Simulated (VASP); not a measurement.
A run of VASP 6.6.1 is set up as follows.

File INCAR:

```
SYSTEM = Sr
PREC = Accurate ; ENCUT = 520
EDIFF = 1E-6 ; ISMEAR = 0
SIGMA = 0.15 ; LREAL = .False.
LASPH = .True. ; NELM = 100
ALGO = Normal ; ISIF = 2
LWAVE = .False. ; LCHARG = .False.
GGA = PE ; NBANDS = 11
```

Contents of KPOINTS:

```
regular mesh
0
Gamma
  14 14 14
  0 0 0
```

The input POSCAR:

```
Sr
1.0
    0.0000000000      2.7989620000      3.0423500000
    2.7989620000      0.0000000000      3.0423500000
    2.7989620000      2.7989620000      0.0000000000
Sr
1
Direct
    0.0000000000      0.0000000000      0.0000000000
```

Potentials or basis: VASP PAW PBE potentials, release 64 (Sr_sv).

The run is started by

```console
$ cat potpaw_PBE.64/Sr_sv/POTCAR > POTCAR
$ mpirun -np 1 vasp_std > vasp.out
```

(1) Estimate the pressure.

Results:

(1) 2.1 GPa.

Caveat: the cell differs from its parent crystal (strain -0.080 along x and y, +0.000 along z).
